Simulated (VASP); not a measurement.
# WC (Fm-3m) in VASP: further runs

The runs below take WC through single point, relaxation of cell and atoms, with PBEsol.

Program: VASP 6.6.1. These are calculated values, not measurements. Logs are shortened: lines on timing, memory, paths and dates and some standing lists are left out, and cuts for length are marked.

## (1) The cell of the first run

Symmetry: Fm-3m, No. 225, cubic system. The conventional cell has a = 4.340 Å, b = 4.340 Å, c = 4.340 Å, α = 90.00°, β = 90.00°, γ = 90.00°. Within 2.9 Å of W (site symmetry m-3m) lie 6 C at 2.17 Å. Within 2.9 Å of C (site symmetry m-3m) lie 6 W at 2.17 Å.

## (2) Single point, PBEsol

Input file INCAR:

```
SYSTEM = WC
  PREC = Accurate
  ENCUT = 600
  EDIFF = 1E-6
  ISMEAR = 0
  SIGMA = 0.1
  LREAL = .FALSE.
  LASPH = .TRUE.
  NELM = 120
  ALGO = Normal
  ISIF = 2
  LWAVE = .FALSE.
  LCHARG = .FALSE.
  GGA = PS
  NBANDS = 16
  GGA_COMPAT = .FALSE.
```

Input file KPOINTS:

```
regular mesh
0
G
  8 8 8
  0 0 0
```

Input file POSCAR:

```
WC
1.0
    0.0000000000      2.1697819421      2.1697819421
    2.1697819421      0.0000000000      2.1697819421
    2.1697819421      2.1697819421      0.0000000000
W C
1 1
Direct
    0.5000000000      0.5000000000      0.5000000000
    0.0000000000      0.0000000000      0.0000000000
```

Potentials or basis: VASP PAW PBE potentials, release 64 (W_sv, C).

Launch:

```
$ cat potpaw_PBE.64/W_sv/POTCAR potpaw_PBE.64/C/POTCAR > POTCAR
$ mpirun -np 1 vasp_std > vasp.out
```

OUTCAR:

```text
SYSTEM = WC
   PREC = Accurate
   ENCUT = 600
   EDIFF = 1E-6
   ISMEAR = 0
   LREAL = .FALSE.
   LASPH = .TRUE.
   NELM = 120
   ISIF = 2
   GGA = PS

 ion  position               nearest neighbor table
   1  0.500  0.500  0.500-   2 2.17   2 2.17   2 2.17   2 2.17   2 2.17   2 2.17
   2  0.000  0.000  0.000-   1 2.17   1 2.17   1 2.17   1 2.17   1 2.17   1 2.17

  LATTYP: Found a face centered cubic cell.
 ALAT       =     4.3395638842

  Lattice vectors:

 A1 = (   0.0000000000,   2.1697819421,   2.1697819421)
 A2 = (   2.1697819421,   0.0000000000,   2.1697819421)
 A3 = (   2.1697819421,   2.1697819421,   0.0000000000)

Analysis of symmetry for initial positions (statically):
=====================================================================
 Subroutine PRICEL returns:
 Original cell was already a primitive cell.

 Routine SETGRP: Setting up the symmetry group for a
 face centered cubic supercell.

 Subroutine GETGRP returns: Found 48 space group operations
[... 9 lines left out ...]

 Routine SETGRP: Setting up the symmetry group for a
 face centered cubic supercell.

 Subroutine GETGRP returns: Found 48 space group operations
[... 11 lines left out ...]
                                     Primitive cell

  volume of cell :      20.4305

  direct lattice vectors                    reciprocal lattice vectors
     0.000000000  2.169781942  2.169781942    -0.230437903  0.230437903  0.230437903
     2.169781942  0.000000000  2.169781942     0.230437903 -0.230437903  0.230437903
     2.169781942  2.169781942  0.000000000     0.230437903  0.230437903 -0.230437903

  length of vectors
     3.068535050  3.068535050  3.068535050     0.399130155  0.399130155  0.399130155

  position of ions in fractional coordinates (direct lattice)
     0.500000000  0.500000000  0.500000000
     0.000000000  0.000000000  0.000000000

  ion indices of the primitive-cell ions
   primitive index   ion index
                 1           1
                 2           2

----------------------------------------------------------------------------------------

 KPOINTS: regular mesh

Automatic generation of k-mesh.
 Grid dimensions read from file:
 generate k-points for:    8    8    8

 Generating k-lattice:

  Cartesian coordinates                     Fractional coordinates (reciprocal lattice)
    -0.028804738  0.028804738  0.028804738     0.125000000  0.000000000  0.000000000
     0.028804738 -0.028804738  0.028804738     0.000000000  0.125000000  0.000000000
     0.028804738  0.028804738 -0.028804738     0.000000000  0.000000000  0.125000000

  Length of vectors
     0.049891269  0.049891269  0.049891269

  Shift w.r.t. Gamma in fractional coordinates (k-lattice)
     0.000000000  0.000000000  0.000000000

 Subroutine IBZKPT returns following result:
 ===========================================

 Found     29 irreducible k-points:

 Following reciprocal coordinates:
            Coordinates               Weight
  0.000000  0.000000  0.000000      1.000000
  0.125000  0.000000  0.000000      8.000000
  0.250000  0.000000  0.000000      8.000000
  0.375000  0.000000  0.000000      8.000000
  0.500000  0.000000  0.000000      4.000000
  0.125000  0.125000  0.000000      6.000000
[... 16 lines left out ...]
  0.500000  0.250000  0.125000     48.000000
 -0.375000  0.250000  0.125000     24.000000
 [... further k-points ...]
   k-points           NKPTS =     29   k-points in BZ     NKDIM =     29   number of bands    NBANDS=     16
   number of dos      NEDOS =    301   number of ions     NIONS =      2
   total plane-waves  NPLWV =  21952
   dimension x,y,z NGX =    28 NGY =   28 NGZ =   28
   dimension x,y,z NGXF=    56 NGYF=   56 NGZF=   56
   ions per type =               1   1
   NGX,Y,Z   is equivalent  to a cutoff of  15.17, 15.17, 15.17 a.u.
   NGXF,Y,Z  is equivalent  to a cutoff of  30.34, 30.34, 30.34 a.u.
 SYSTEM =  WC
   PREC   = accura    normal or accurate (medium, high low for compatibility)
   ISTART =      0    job   : 0-new  1-cont  2-samecut
   ICHARG =      2    charge: 1-file 2-atom 10-const
   ISPIN  =      1    spin polarized calculation?
   LNONCOLLINEAR =      F non collinear calculations
   LSORBIT =      F    spin-orbit coupling
   LASPH  =      T    aspherical Exc in radial PAW
   ENCUT  =  600.0 eV  44.10 Ry    6.64 a.u.   6.13  6.13  6.13*2*pi/ulx,y,z
   NELM   =    120;   NELMIN=  2; NELMDL= -5     # of ELM steps
   EDIFF  = 0.1E-05   stopping-criterion for ELM
   LREAL  =      F    real-space projection
   EDIFFG = 0.1E-04   stopping-criterion for IOM
   NSW    =      0    number of steps for IOM
   IBRION =     -1    ionic relax: 0-MD 1-quasi-New 2-CG
   NFREE  =      0    steps in history (QN), initial steepest desc. (CG)
   ISIF   =      2    stress and relaxation
   ISYM   =      2    0-nonsym 1-usesym 2-fastsym
   POTIM  = 0.5000    time-step for ionic-motion
   TEBEG  =    0.0;   TEEND  =   0.0 temperature during run
   PSTRESS=    0.0 pullay stress
   NELECT =      18.0000    total number of electrons
   NUPDOWN=      -1.0000    fix difference up-down
   EMIN   =  10.00;   EMAX   =-10.00  energy-range for DOS
   EFERMI =   0.00;   METHOD = LEGACY
   ISMEAR =     0;   SIGMA  =   0.10  broadening in eV -4-tet -1-fermi 0-gaus
   EFERMI_NEDOS =   21; number of points for ismear=-14 and -15
   IALGO  =     38    algorithm
   IMIX   =      4    mixing-type and parameters
     AMIX     =   0.40;   BMIX     =  1.00
     AMIX_MAG =   1.60;   BMIX_MAG =  1.00
  volume/ion in A,a.u.               =      10.22        68.94
  Fermi-wavevector in a.u.,A,eV,Ry     =   1.569421  2.965776 33.512287  2.463084
  Thomas-Fermi vector in A             =   2.671306
   LORBIT       =      0    0 simple, 1 ext, 2 COOP (PROOUT), +10 PAW based schemes
   GGA     = PS    functional components
   LHFCALC =     F    Hartree Fock is set to
   AEXX    =    0.0000 exact exchange contribution
   IVDW    =     0    specifies the selected vdW correction
   LEPSILON=     F    determine dielectric tensor
   LRPA    =     F    only Hartree local field effects (RPA)
 non-spin polarized calculation
 Gauss-broadening in eV      SIGMA  =   0.10
  energy-cutoff  :      600.00
  volume of cell :       20.43
 maximum number of plane-waves:       701
 NGX is ok and might be reduce to    28
   NGX = 13   NGY = 13   NGZ = 13

 number of electron      18.0000001 magnetization

 Free energy of the ion-electron system (eV)
  ---------------------------------------------------
  ext. energy  EPLUGINS =         0.00000000
  ---------------------------------------------------
  free energy    TOTEN  =       -22.98462830 eV

  energy without entropy =      -22.97669180  energy(sigma->0) =      -22.98066005

 E-fermi :  12.8718     XC(G=0): -14.0176

 val. band max:       12.8132987649   @ k =   0.5000   0.1250   0.0000
 cond. band min:      12.9068928822   @ k =  -0.2500   0.3750   0.1250
 fundamental gap:      0.0935941173
 Fermi energy:        12.8717528970

 k-point     1 :       0.0000    0.0000    0.0000
  band No.  band energies     occupation
      1     -62.6141      2.00000
      2     -26.6078      2.00000
      3     -26.6078      2.00000
      4     -26.6078      2.00000
      5      -3.3202      2.00000
      6       9.8560      2.00000
[... 8 lines left out ...]
     15      22.3264      0.00000
     16      36.5537      0.00000

 k-point     2 :       0.1250    0.0000    0.0000
  band No.  band energies     occupation
      1     -62.6078      2.00000
      2     -26.7097      2.00000
      3     -26.6186      2.00000
      4     -26.6186      2.00000
      5      -2.8667      2.00000
      6       8.5402      2.00000
[... 8 lines left out ...]
     15      23.3566      0.00000
     16      32.9893      0.00000

 k-point     3 :       0.2500    0.0000    0.0000
  band No.  band energies     occupation
      1     -62.5924      2.00000
      2     -26.9489      2.00000
      3     -26.6445      2.00000
      4     -26.6445      2.00000
      5      -1.6317      2.00000
      6       6.3621      2.00000
[... 8 lines left out ...]
     15      25.1400      0.00000
     16      30.1550      0.00000

 k-point     4 :       0.3750    0.0000    0.0000
  band No.  band energies     occupation
      1     -62.5771      2.00000
      2     -27.1793      2.00000
      3     -26.6701      2.00000
      4     -26.6701      2.00000
      5       0.0725      2.00000
      6       4.2236      2.00000
[... 8 lines left out ...]
     15      26.3365      0.00000
     16      26.4470      0.00000

 k-point     5 :       0.5000    0.0000    0.0000
  band No.  band energies     occupation
      1     -62.5707      2.00000
      2     -27.2724      2.00000
      3     -26.6808      2.00000
      4     -26.6808      2.00000
      5       1.5461      2.00000
      6       2.6487      2.00000
[... 8 lines left out ...]
     15      24.6707      0.00000
     16      24.6707      0.00000

 k-point     6 :       0.1250    0.1250    0.0000
  band No.  band energies     occupation
      1     -62.6057      2.00000
      2     -26.7023      2.00000
      3     -26.6427      2.00000
      4     -26.6427      2.00000
      5      -2.7351      2.00000
      6       7.8954      2.00000
[... 8 lines left out ...]
     15      23.7130      0.00000
     16      32.8865      0.00000
[... 267 lines left out ...]
 k-point    21 :       0.5000    0.5000    0.0000
  band No.  band energies     occupation
      1     -62.5561      2.00000
      2     -27.2050      2.00000
      3     -26.8438      2.00000
      4     -26.8438      2.00000
      5      -1.0632      2.00000
      6       6.6982      2.00000
[... 8 lines left out ...]
     15      24.7792      0.00000
     16      30.9736      0.00000

 k-point    22 :       0.3750    0.2500    0.1250
  band No.  band energies     occupation
      1     -62.5809      2.00000
      2     -26.9982      2.00000
      3     -26.7710      2.00000
      4     -26.6829      2.00000
      5      -0.9369      2.00000
      6       5.2433      2.00000
[... 8 lines left out ...]
     15      26.0156      0.00000
     16      26.2216      0.00000

 k-point    23 :       0.5000    0.2500    0.1250
  band No.  band energies     occupation
      1     -62.5686      2.00000
      2     -27.1226      2.00000
      3     -26.8379      2.00000
      4     -26.7183      2.00000
      5       0.1027      2.00000
      6       4.4101      2.00000
[... 8 lines left out ...]
     15      24.9084      0.00000
     16      26.0046      0.00000

 k-point    24 :      -0.3750    0.2500    0.1250
  band No.  band energies     occupation
      1     -62.5634      2.00000
      2     -27.1765      2.00000
      3     -26.8561      2.00000
      4     -26.7390      2.00000
      5       0.6192      2.00000
      6       3.9742      2.00000
[... 8 lines left out ...]
     15      25.2638      0.00000
     16      26.3602      0.00000

 [... further k-points ...]
[... 5 lines left out ...]
  --------------------------------------------------------------------------------------
  -------------------------------------------------------------------------------------
  Total        0.3759342      0.3759342      0.3759342      0.0000000      0.0000000      0.0000000
  in kB       29.4811297     29.4811297     29.4811297      0.0000000      0.0000000      0.0000000
  external PRESSURE =      29.4811297 kB  Pullay stress =       0.0000000 kB

 VOLUME and BASIS-vectors are now :
 -----------------------------------------------------------------------------
  energy-cutoff  :      600.00
  volume of cell :       20.43
      direct lattice vectors                 reciprocal lattice vectors
     0.000000000  2.169781942  2.169781942    -0.230437903  0.230437903  0.230437903
     2.169781942  0.000000000  2.169781942     0.230437903 -0.230437903  0.230437903
     2.169781942  2.169781942  0.000000000     0.230437903  0.230437903 -0.230437903

 POSITION                                       TOTAL-FORCE (eV/Angst)
 -----------------------------------------------------------------------------------
      2.16978      2.16978      2.16978         0.000000     -0.000000      0.000000
      0.00000      0.00000      0.00000        -0.000000      0.000000     -0.000000
 -----------------------------------------------------------------------------------
    total drift:                                0.000000      0.000000      0.000000

  FREE ENERGIE OF THE ION-ELECTRON SYSTEM (eV)
  ---------------------------------------------------
  free  energy   TOTEN  =       -22.9846282964 eV

  energy  without entropy=      -22.9766918011  energy(sigma->0) =      -22.98066005
```

Run time: 9.9 s. Hardware: 1 thread of Intel Xeon 6975P-C (Granite Rapids), shared host; peak memory 0.17 GiB.

Results:

```yaml
Free_energy: -22.9846 eV
Pressure: 2.9 GPa
Band_gap_on_the_k_mesh: zero (band 9 reaches 13.85 eV, above the bottom of band 10 at 10.58 eV)
```

Levels at points of the mesh, in eV from the Fermi level:
```csv
k point,band 7,band 8,band 9,band 10,band 11,band 12
"(0.00, 0.00, 0.00)",-3.02,-3.02,-1.22,-1.22,-1.22,-1.14
"(0.50, 0.00, 0.00)",-6.94,-6.94,0.98,0.98,2.33,4.81
"(0.50, 0.50, 0.00)",-5.80,-2.66,-2.66,0.77,2.27,2.27
```

Caveat: the PAW data sets were made with another functional, which shifts forces and pressure a little; spin-orbit coupling is left out, which moves the levels of the heavy elements.

[end of part 1 of 2]
